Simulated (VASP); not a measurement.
# HgH3 (Pm-3m) in VASP: notebook

The runs below take HgH3 through single point, with PBE, r2SCAN.

Everything below comes from runs of VASP 6.6.1. Logs are shortened: lines on timing, memory, paths and dates and some standing lists are left out, and cuts for length are marked.

## 1. The cell of the first run

The structure is cubic, space group Pm-3m (No. 221). The conventional cell has a = 7.307 Å, b = 7.307 Å, c = 7.307 Å, α = 90.00°, β = 90.00°, γ = 90.00°. Within 4.3 Å of Hg (site symmetry m-3m) lie 12 H at 3.28 to 4.03 Å. Within 1.0 Å of H (site symmetry 4mm) lie 1 H at 0.75 Å.

## 2. Single point, PBE (48.78 Å³/atom)

The input, INCAR:

```
PREC     = Accurate       # precision mode
ENCUT    = 520            # plane-wave cutoff, eV
EDIFF    = 1E-6           # SCF threshold, eV
ISMEAR   = 0              # smearing method
SIGMA    = 0.02           # smearing width, eV
LREAL    = False          # projectors in reciprocal space
LASPH    = True           # aspherical terms in the spheres
NELM     = 80             # most SCF steps
ALGO     = Normal         # electronic algorithm
ISIF     = 2              # what is computed and relaxed
LWAVE    = False          # write WAVECAR
LCHARG   = False          # write CHGCAR
GGA      = PE             # functional
NBANDS   = 25             # bands
```

The input, KPOINTS:

```
Automatic mesh
0
Gamma
  4 4 4
```

The input, POSCAR:

```
HgH3
1.0
    7.3074144536      0.0000000000      0.0000000000
    0.0000000000      7.3074144536      0.0000000000
    0.0000000000      0.0000000000      7.3074144536
Hg H
2 6
Direct
    0.5000000000      0.5000000000      0.5000000000
    0.0000000000      0.0000000000      0.0000000000
    0.0514524943      0.5000000000      0.5000000000
    0.9485475057      0.5000000000      0.5000000000
    0.5000000000      0.0514524943      0.5000000000
    0.5000000000      0.9485475057      0.5000000000
    0.5000000000      0.5000000000      0.0514524943
    0.5000000000      0.5000000000      0.9485475057
```

Potentials or basis: VASP PAW PBE potentials, release 64 (Hg, H).

Run with:

```bash
$ cat potpaw_PBE.64/Hg/POTCAR potpaw_PBE.64/H/POTCAR > POTCAR
$ mpirun -np 1 vasp_std > vasp.out
```

OUTCAR:

```text
PREC = Accurate
   ENCUT = 520
   EDIFF = 1E-6
   ISMEAR = 0
   LREAL = False
   LASPH = True
   NELM = 80
   ISIF = 2
   GGA = PE

 ion  position               nearest neighbor table
   1  0.500  0.500  0.500-
   2  0.000  0.000  0.000-
   3  0.051  0.500  0.500-   4 0.75
   4  0.949  0.500  0.500-   3 0.75
   5  0.500  0.051  0.500-   6 0.75
   6  0.500  0.949  0.500-   5 0.75
   7  0.500  0.500  0.051-   8 0.75
   8  0.500  0.500  0.949-   7 0.75

  LATTYP: Found a simple cubic cell.
 ALAT       =     7.3074144536

  Lattice vectors:

 A1 = (   7.3074144536,   0.0000000000,   0.0000000000)
 A2 = (   0.0000000000,   7.3074144536,   0.0000000000)
 A3 = (   0.0000000000,   0.0000000000,   7.3074144536)

Analysis of symmetry for initial positions (statically):
=====================================================================
 Subroutine PRICEL returns:
 Original cell was already a primitive cell.

 Routine SETGRP: Setting up the symmetry group for a
 simple cubic supercell.

 Subroutine GETGRP returns: Found 48 space group operations
 (whereof 48 operations were pure point group operations)
 out of a pool of 48 trial point group operations.

The static configuration has the point symmetry O_h .

Analysis of symmetry for dynamics (positions and initial velocities):
=====================================================================
 Subroutine PRICEL returns:
 Original cell was already a primitive cell.

 Routine SETGRP: Setting up the symmetry group for a
 simple cubic supercell.

 Subroutine GETGRP returns: Found 48 space group operations
 (whereof 48 operations were pure point group operations)
 out of a pool of 48 trial point group operations.

The dynamic configuration has the point symmetry O_h .

 Subroutine INISYM returns: Found 48 space group operations
 (whereof 48 operations are pure point group operations),
 and found     1 'primitive' translations

----------------------------------------------------------------------------------------

                                     Primitive cell

  volume of cell :     390.2036

  direct lattice vectors                    reciprocal lattice vectors
     7.307414454  0.000000000  0.000000000     0.136847308  0.000000000  0.000000000
     0.000000000  7.307414454  0.000000000     0.000000000  0.136847308  0.000000000
     0.000000000  0.000000000  7.307414454     0.000000000  0.000000000  0.136847308

  length of vectors
     7.307414454  7.307414454  7.307414454     0.136847308  0.136847308  0.136847308

  position of ions in fractional coordinates (direct lattice)
     0.500000000  0.500000000  0.500000000
     0.000000000  0.000000000  0.000000000
     0.051452494  0.500000000  0.500000000
     0.948547506  0.500000000  0.500000000
     0.500000000  0.051452494  0.500000000
     0.500000000  0.948547506  0.500000000
     0.500000000  0.500000000  0.051452494
     0.500000000  0.500000000  0.948547506

  ion indices of the primitive-cell ions
   primitive index   ion index
                 1           1
                 2           2
                 3           3
                 4           4
                 5           5
                 6           6
                 7           7
                 8           8

----------------------------------------------------------------------------------------

 KPOINTS: Automatic mesh

Automatic generation of k-mesh.
 Grid dimensions read from file:
 generate k-points for:    4    4    4

 Generating k-lattice:

  Cartesian coordinates                     Fractional coordinates (reciprocal lattice)
     0.034211827  0.000000000  0.000000000     0.250000000  0.000000000  0.000000000
     0.000000000  0.034211827  0.000000000     0.000000000  0.250000000  0.000000000
     0.000000000  0.000000000  0.034211827     0.000000000  0.000000000  0.250000000

  Length of vectors
     0.034211827  0.034211827  0.034211827

  Shift w.r.t. Gamma in fractional coordinates (k-lattice)
     0.000000000  0.000000000  0.000000000

 Subroutine IBZKPT returns following result:
 ===========================================

 Found     10 irreducible k-points:

 Following reciprocal coordinates:
            Coordinates               Weight
  0.000000  0.000000  0.000000      1.000000
  0.250000  0.000000  0.000000      6.000000
  0.500000  0.000000  0.000000      3.000000
  0.250000  0.250000  0.000000     12.000000
  0.500000  0.250000  0.000000     12.000000
  0.500000  0.500000  0.000000      3.000000
  0.250000  0.250000  0.250000      8.000000
  0.500000  0.250000  0.250000     12.000000
  0.500000  0.500000  0.250000      6.000000
  0.500000  0.500000  0.500000      1.000000
   k-points           NKPTS =     10   k-points in BZ     NKDIM =     10   number of bands    NBANDS=     25
   number of dos      NEDOS =    301   number of ions     NIONS =      8
   total plane-waves  NPLWV = 157464
   dimension x,y,z NGX =    54 NGY =   54 NGZ =   54
   dimension x,y,z NGXF=   108 NGYF=  108 NGZF=  108
   ions per type =               2   6
   NGX,Y,Z   is equivalent  to a cutoff of  12.29, 12.29, 12.29 a.u.
   NGXF,Y,Z  is equivalent  to a cutoff of  24.57, 24.57, 24.57 a.u.
 SYSTEM =  unknown system
   PREC   = accura    normal or accurate (medium, high low for compatibility)
   ISTART =      0    job   : 0-new  1-cont  2-samecut
   ICHARG =      2    charge: 1-file 2-atom 10-const
   ISPIN  =      1    spin polarized calculation?
   LNONCOLLINEAR =      F non collinear calculations
   LSORBIT =      F    spin-orbit coupling
   LASPH  =      T    aspherical Exc in radial PAW
   ENCUT  =  520.0 eV  38.22 Ry    6.18 a.u.  13.59 13.59 13.59*2*pi/ulx,y,z
   NELM   =     80;   NELMIN=  2; NELMDL= -5     # of ELM steps
   EDIFF  = 0.1E-05   stopping-criterion for ELM
   LREAL  =      F    real-space projection
   EDIFFG = 0.1E-04   stopping-criterion for IOM
   NSW    =      0    number of steps for IOM
   IBRION =     -1    ionic relax: 0-MD 1-quasi-New 2-CG
   NFREE  =      0    steps in history (QN), initial steepest desc. (CG)
   ISIF   =      2    stress and relaxation
   ISYM   =      2    0-nonsym 1-usesym 2-fastsym
   POTIM  = 0.5000    time-step for ionic-motion
   TEBEG  =    0.0;   TEEND  =   0.0 temperature during run
   PSTRESS=    0.0 pullay stress
   NELECT =      30.0000    total number of electrons
   NUPDOWN=      -1.0000    fix difference up-down
   EMIN   =  10.00;   EMAX   =-10.00  energy-range for DOS
   EFERMI =   0.00;   METHOD = LEGACY
   ISMEAR =     0;   SIGMA  =   0.02  broadening in eV -4-tet -1-fermi 0-gaus
   EFERMI_NEDOS =   21; number of points for ismear=-14 and -15
   IALGO  =     38    algorithm
   IMIX   =      4    mixing-type and parameters
     AMIX     =   0.40;   BMIX     =  1.00
     AMIX_MAG =   1.60;   BMIX_MAG =  1.00
  volume/ion in A,a.u.               =      48.78       329.15
  Fermi-wavevector in a.u.,A,eV,Ry     =   0.696121  1.315478  6.593175  0.484585
  Thomas-Fermi vector in A             =   1.779083
   LORBIT       =      0    0 simple, 1 ext, 2 COOP (PROOUT), +10 PAW based schemes
   GGA     = PE    functional components
   LHFCALC =     F    Hartree Fock is set to
   AEXX    =    0.0000 exact exchange contribution
   IVDW    =     0    specifies the selected vdW correction
   LEPSILON=     F    determine dielectric tensor
   LRPA    =     F    only Hartree local field effects (RPA)
 non-spin polarized calculation
 Gauss-broadening in eV      SIGMA  =   0.02
  energy-cutoff  :      520.00
  volume of cell :      390.20
 maximum number of plane-waves:     10568
   NGX = 27   NGY = 27   NGZ = 27

 number of electron      29.9999999 magnetization

 Free energy of the ion-electron system (eV)
  ---------------------------------------------------
  ext. energy  EPLUGINS =         0.00000000
  ---------------------------------------------------
  free energy    TOTEN  =       -20.40735906 eV

  energy without entropy =      -20.40735906  energy(sigma->0) =      -20.40735906

 E-fermi :  -5.5910     XC(G=0):  -3.9559

 val. band max:       -5.6753450961   @ k =   0.0000   0.0000   0.0000
 cond. band min:      -0.7512275712   @ k =   0.0000   0.0000   0.0000
 fundamental gap:      4.9241175249
 Fermi energy:        -5.5909557677

 k-point     1 :       0.0000    0.0000    0.0000
  band No.  band energies     occupation
      1      -9.4646      2.00000
      2      -9.4458      2.00000
      3      -9.4458      2.00000
      4      -8.9961      2.00000
      5      -8.9961      2.00000
      6      -8.9961      2.00000
[... 17 lines left out ...]
     24       2.6348      0.00000
     25       3.4997      0.00000

 k-point     2 :       0.2500    0.0000    0.0000
  band No.  band energies     occupation
      1      -9.4578      2.00000
      2      -9.4457      2.00000
      3      -9.4068      2.00000
      4      -8.9962      2.00000
      5      -8.9962      2.00000
      6      -8.9960      2.00000
[... 17 lines left out ...]
     24       3.0825      0.00000
     25       3.0825      0.00000

 k-point     3 :       0.5000    0.0000    0.0000
  band No.  band energies     occupation
      1      -9.4562      2.00000
      2      -9.4454      2.00000
      3      -9.3514      2.00000
      4      -8.9963      2.00000
      5      -8.9963      2.00000
      6      -8.9960      2.00000
[... 160 lines left out ...]
 k-point     9 :       0.5000    0.5000    0.2500
  band No.  band energies     occupation
      1      -9.4059      2.00000
      2      -9.3502      2.00000
      3      -9.3502      2.00000
      4      -9.0103      2.00000
      5      -8.9966      2.00000
      6      -8.9965      2.00000
[... 17 lines left out ...]
     24       2.6530      0.00000
     25       2.7462      0.00000

 k-point    10 :       0.5000    0.5000    0.5000
  band No.  band energies     occupation
      1      -9.3501      2.00000
      2      -9.3501      2.00000
      3      -9.3501      2.00000
      4      -9.0103      2.00000
      5      -9.0103      2.00000
      6      -8.9966      2.00000
[... 17 lines left out ...]
     24       2.6704      0.00000
     25       3.1281      0.00000

------------------------ aborting loop because EDIFF is reached ----------------------------------------

  FORCE on cell =-STRESS in cart. coord.  units (eV):
  Direction    XX          YY          ZZ          XY          YZ          ZX
  --------------------------------------------------------------------------------------
  -------------------------------------------------------------------------------------
  Total       -0.1192062     -0.1192062     -0.1192062     -0.0000000     -0.0000000     -0.0000000
  in kB       -0.4894612     -0.4894612     -0.4894612     -0.0000000     -0.0000000     -0.0000000
  external PRESSURE =      -0.4894612 kB  Pullay stress =       0.0000000 kB

 VOLUME and BASIS-vectors are now :
 -----------------------------------------------------------------------------
  energy-cutoff  :      520.00
  volume of cell :      390.20
      direct lattice vectors                 reciprocal lattice vectors
     7.307414454  0.000000000  0.000000000     0.136847308  0.000000000  0.000000000
     0.000000000  7.307414454  0.000000000     0.000000000  0.136847308  0.000000000
     0.000000000  0.000000000  7.307414454     0.000000000  0.000000000  0.136847308

 POSITION                                       TOTAL-FORCE (eV/Angst)
 -----------------------------------------------------------------------------------
      3.65371      3.65371      3.65371         0.000000      0.000000      0.000000
      0.00000      0.00000      0.00000         0.000000      0.000000      0.000000
      0.37598      3.65371      3.65371        -0.012213     -0.000000      0.000000
      6.93143      3.65371      3.65371         0.012213      0.000000      0.000000
      3.65371      0.37598      3.65371        -0.000000     -0.012213     -0.000000
      3.65371      6.93143      3.65371         0.000000      0.012213      0.000000
      3.65371      3.65371      0.37598        -0.000000     -0.000000     -0.012213
      3.65371      3.65371      6.93143         0.000000      0.000000      0.012213
 -----------------------------------------------------------------------------------
    total drift:                                0.000000      0.000000      0.000000

  FREE ENERGIE OF THE ION-ELECTRON SYSTEM (eV)
  ---------------------------------------------------
  free  energy   TOTEN  =       -20.4073590590 eV

  energy  without entropy=      -20.4073590590  energy(sigma->0) =      -20.40735906
```

Wall time 46 s (1 thread of Intel Xeon 6975P-C (Granite Rapids), shared host); peak memory 0.43 GiB.

What came out:

```yaml
Free_energy: -20.4074 eV
Pressure: 0.0 GPa
Largest_force: 0.012 eV/Å
Band_gap_on_the_k_mesh: 4.92 eV
```

Forces on the atoms (eV/Å):
```
Hg   0.000  0.000  0.000
Hg   0.000  0.000  0.000
H   -0.012  0.000  0.000
H    0.012  0.000  0.000
H    0.000 -0.012  0.000
H    0.000  0.012  0.000
H    0.000  0.000 -0.012
H    0.000  0.000  0.012
```

Levels at points of the mesh, in eV from the valence-band top:
```csv
k point,band 13,band 14,band 15,band 16,band 17,band 18
"(0.00, 0.00, 0.00)",-3.09,-0.10,0.00,4.92,4.92,4.92
"(0.50, 0.00, 0.00)",-3.09,-0.15,-0.06,5.13,5.13,5.50
"(0.50, 0.50, 0.00)",-3.09,-0.26,-0.04,5.16,5.16,5.21
"(0.50, 0.50, 0.50)",-3.09,-0.38,-0.03,5.34,5.34,5.34
```

Caveat: spin-orbit coupling is left out, which moves the levels of the heavy elements. A k mesh can miss the band edges.

## 3. Single point, PBE (50.62 Å³/atom)

This run uses another cell than the first one, of 50.62 Å³/atom.

The input, INCAR:

```
SYSTEM = HgH3
ALGO = Normal
EDIFF = 1E-6
ENCUT = 520
GGA = PE
ISIF = 2
ISMEAR = 0
LASPH = .TRUE.
LCHARG = .TRUE.
LELF = .TRUE.
LREAL = .FALSE.
LVHAR = .TRUE.
LWAVE = .FALSE.
NBANDS = 25
NELM = 60
PREC = Accurate
SIGMA = 0.02
```

The input, KPOINTS:

```
k-points
0
G
  4 4 4
  0 0 0
```

The input, POSCAR:

```
HgH3
1.0
    7.3981990712      0.0000000000      0.0000000000
    0.0000000000      7.3981990712      0.0000000000
    0.0000000000      0.0000000000      7.3981990712
Hg H
2 6
Direct
    0.5000000000      0.5000000000      0.5000000000
    0.0000000000      0.0000000000      0.0000000000
    0.0508114621      0.5000000000      0.5000000000
    0.9491885379      0.5000000000      0.5000000000
    0.5000000000      0.0508114621      0.5000000000
    0.5000000000      0.9491885379      0.5000000000
    0.5000000000      0.5000000000      0.0508114621
    0.5000000000      0.5000000000      0.9491885379
```

Potentials or basis: VASP PAW PBE potentials, release 64 (Hg, H).

Run with:

```bash
$ cat potpaw_PBE.64/Hg/POTCAR potpaw_PBE.64/H/POTCAR > POTCAR
$ mpirun -np 1 vasp_std > vasp.out
```

It took 53 s on 1 thread of Intel Xeon 6975P-C (Granite Rapids), shared host; peak memory 0.46 GiB.

The run converged. Its results:

| Property | Result |
| --- | --- |
| Free energy | -20.4073 eV |
| Pressure | -0.1 GPa |
| Largest force | 0.011 eV/Å |
| Band gap on the k mesh | 4.96 eV |

Forces in eV/Å, atoms in the order of the input:
```
Hg   0.000  0.000  0.000
Hg   0.000  0.000  0.000
H   -0.011  0.000  0.000
H    0.011  0.000  0.000
H    0.000 -0.011  0.000
H    0.000  0.011  0.000
H    0.000  0.000 -0.011
H    0.000  0.000  0.011
```

Levels at points of the mesh, in eV from the valence-band top:
```
           k point  band 12  band 13  band 14  band 15  band 16  band 17  band 18  band 19
(0.00, 0.00, 0.00)    -3.08    -3.08    -0.09     0.00     4.96     4.96     4.96     6.20
(0.50, 0.00, 0.00)    -3.08    -3.08    -0.15    -0.04     5.15     5.15     5.51     5.70
(0.50, 0.50, 0.00)    -3.08    -3.08    -0.25    -0.03     5.18     5.18     5.23     6.09
(0.50, 0.50, 0.50)    -3.08    -3.08    -0.35    -0.02     5.36     5.36     5.36     6.01
```

Caveat: spin-orbit coupling is left out, which moves the levels of the heavy elements.

## 4. Single point, r2SCAN

This run uses another cell than the first one, of 46.01 Å³/atom.

The input, POSCAR:

```
HgH3
1.0
    7.1668522530      0.0000000000      0.0000000000
    0.0000000000      7.1668522530      0.0000000000
    0.0000000000      0.0000000000      7.1668522530
Hg H
2 6
Direct
    0.5000000000      0.5000000000      0.5000000000
    0.0000000000      0.0000000000      0.0000000000
    0.0524889845      0.5000000000      0.5000000000
    0.9475110155      0.5000000000      0.5000000000
    0.5000000000      0.0524889845      0.5000000000
    0.5000000000      0.9475110155      0.5000000000
    0.5000000000      0.5000000000      0.0524889845
    0.5000000000      0.5000000000      0.9475110155
```

The input, INCAR.step1:

```
ALGO = Normal
EDIFF = 1E-4
ENCUT = 520
GGA = PE
ISMEAR = 0
LASPH = True
LCHARG = False
LREAL = False
LWAVE = True
NBANDS = 25
NELM = 80
PREC = Accurate
SIGMA = 0.02
```

The input, INCAR.step2:

```
ALGO = Normal
EDIFF = 1E-6
ENCUT = 520
ISIF = 2
ISMEAR = 0
ISTART = 1
LASPH = True
LCHARG = False
LMIXTAU = True
LREAL = False
LWAVE = False
METAGGA = R2SCAN
NBANDS = 25
NELM = 80
PREC = Accurate
SIGMA = 0.02
```

The input, KPOINTS:

```
k-points
0
Gamma
  4 4 4
```

Run with:

```bash
$ cat potpaw_PBE.64/Hg/POTCAR potpaw_PBE.64/H/POTCAR > POTCAR
$ cp INCAR.step1 INCAR
$ mpirun -np 1 vasp_std > vasp.out
$ cp INCAR.step2 INCAR
$ mpirun -np 1 vasp_std > vasp.out
```

Wall time 3.3 min (1 thread of Intel Xeon 6975P-C (Granite Rapids), shared host); peak memory 0.45 GiB.

Results (log left out):

```
Free energy            : -118.5645 eV
Pressure               : -0.2 GPa
Largest force          : 0.304 eV/Å
Band gap on the k mesh : 5.37 eV
```

Forces on the atoms (eV/Å):
```
Hg   0.000  0.000  0.000
Hg   0.000  0.000  0.000
H   -0.304  0.000  0.000
H    0.304  0.000  0.000
H    0.000 -0.304  0.000
H    0.000  0.304  0.000
H    0.000  0.000 -0.304
H    0.000  0.000  0.304
```

Levels at points of the mesh, in eV from the valence-band top:
```csv
k point,band 13,band 14,band 15,band 16,band 17,band 18
"(0.00, 0.00, 0.00)",-3.27,-0.12,0.00,5.37,5.37,5.37
"(0.50, 0.00, 0.00)",-3.27,-0.15,-0.09,5.56,5.56,6.06
"(0.50, 0.50, 0.00)",-3.27,-0.28,-0.08,5.64,5.70,5.70
"(0.50, 0.50, 0.50)",-3.27,-0.41,-0.07,5.90,5.90,5.90
```

Caveat: the PAW data sets were made with another functional, which shifts forces and pressure a little; spin-orbit coupling is left out, which moves the levels of the heavy elements.

## 5. Summary

| level | cell | gap on the mesh (eV) | pressure (GPa) | largest force (eV/Å) |
| --- | --- | --- | --- | --- |
| PBE | a = 7.307 Å, 8 atoms | 4.92 | 0.0 | 0.01 |
| PBE | a = 7.398 Å, 8 atoms | 4.96 | -0.1 | 0.01 |
| r2SCAN | a = 7.167 Å, 8 atoms | 5.37 | -0.2 | 0.30 |

Alike in all rows: task single point; potentials or basis VASP PAW PBE potentials, release 64 (Hg, H); no spin polarisation; k mesh 4 × 4 × 4; cutoff (eV) 520; smearing gaussian 0.02 eV.

Caveats: spin-orbit coupling is left out, which moves the levels of the heavy elements; the PAW data sets were made with another functional, which shifts forces and pressure a little (at least some runs).

Total energies depend on the potentials used, so only differences within one code and one set of settings carry meaning.
